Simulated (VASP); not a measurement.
Hf2Si3:

```
Hf Si
1.0
     4.28028    0.00000    0.00000
     0.00000    4.28028    0.00000
     0.00000    0.00000    5.51385
Hf Si
2 3
Direct
  0.00000 0.50000 0.00000
  0.50000 0.00000 0.00000
  0.00000 0.00000 0.29855
  0.00000 0.00000 0.70145
  0.50000 0.50000 0.50000
```

The cell was built from a structure type or drawn by symmetry, and may not be a known phase.

```yaml
Program: VASP 6.6.1
Task: relaxation of cell and atoms
Functional: PBE
Potentials_or_basis: VASP PAW PBE potentials, release 64 (Hf_pv, Si)
Cutoff: 600 eV
k_mesh: 10 × 10 × 8
Occupations: gaussian, width 0.1 eV
Spin: no spin polarisation
```

At the start: pressure 0.3 GPa; volume 20.20 Å³/atom.

**Question.** How do energy, volume and symmetry change on relaxing?

**Answer.** Over 34 steps the energy falls by 21.0 meV/atom and the volume is 20.38 Å³/atom (+0.9 %); space group P4/mmm (No. 123, to 0.1 Å) before and after.

Step by step:
```tsv
step	energy change (eV)	largest force (eV/Å)	pressure (GPa)	volume (Å³)
1	0.0000	0.0883	0.29	101.02
2	-0.0035	0.2187	-0.15	101.55
3	-0.0035	0.1973	-0.13	101.51
4	-0.0076	0.1511	-0.12	101.60
5	-0.0168	0.0509	-0.12	101.85
6	-0.0265	0.0005	-0.15	102.21
7	-0.0800	0.2879	-0.20	102.33
8	0.9477	4.8739	4.49	99.95
9	-0.0427	1.2805	-0.21	102.31
10	-0.0296	0.9005	0.16	101.55
11	-0.0526	1.4411	-0.26	102.15
12	-0.0554	1.3023	-0.15	101.90
13	-0.0561	1.2791	-0.17	101.91
14	-0.0578	1.2098	-0.23	101.95
15	-0.0594	1.0627	-0.32	102.03
16	-0.0610	1.0411	-0.31	102.02
17	-0.0657	0.9763	-0.28	101.99
18	-0.0742	0.8486	-0.21	101.93
19	-0.0878	0.5988	-0.06	101.80
20	-0.1023	0.1211	0.31	101.54
21	-0.1035	0.0661	0.47	101.43
22	-0.1035	0.0450	0.45	101.44
23	-0.1038	0.0456	0.36	101.53
24	-0.1044	0.0472	0.10	101.81
25	-0.1040	0.0499	-0.43	102.37
26	-0.1045	0.0482	-0.07	101.98
27	-0.1045	0.0338	-0.07	101.98
28	-0.1046	0.0093	-0.07	101.97
29	-0.1046	0.0260	-0.07	101.97
30	-0.1047	0.0195	-0.03	101.93
31	-0.1048	0.0108	0.03	101.88
32	-0.1047	0.0066	0.14	101.77
33	-0.1048	0.0054	0.06	101.85
34	-0.1048	0.0025	0.03	101.88
```

Final structure:
```cif
data_structure
_symmetry_space_group_name_H-M 'P 1'
_symmetry_Int_Tables_number 1
_cell_length_a 4.6769
_cell_length_b 4.6769
_cell_length_c 4.6580
_cell_angle_alpha 90.000
_cell_angle_beta 90.000
_cell_angle_gamma 90.000
_cell_volume 101.88
loop_
_atom_site_label
_atom_site_type_symbol
_atom_site_fract_x
_atom_site_fract_y
_atom_site_fract_z
_atom_site_occupancy
Hf1 Hf 0.00000 0.50000 0.00000 1
Hf2 Hf 0.50000 0.00000 0.00000 1
Si1 Si 0.00000 0.00000 0.26307 1
Si2 Si 0.00000 0.00000 0.73693 1
Si3 Si 0.50000 0.50000 0.50000 1
```

Caveat: a cell axis changed by over 15 % at a fixed basis, so the end point is rough.
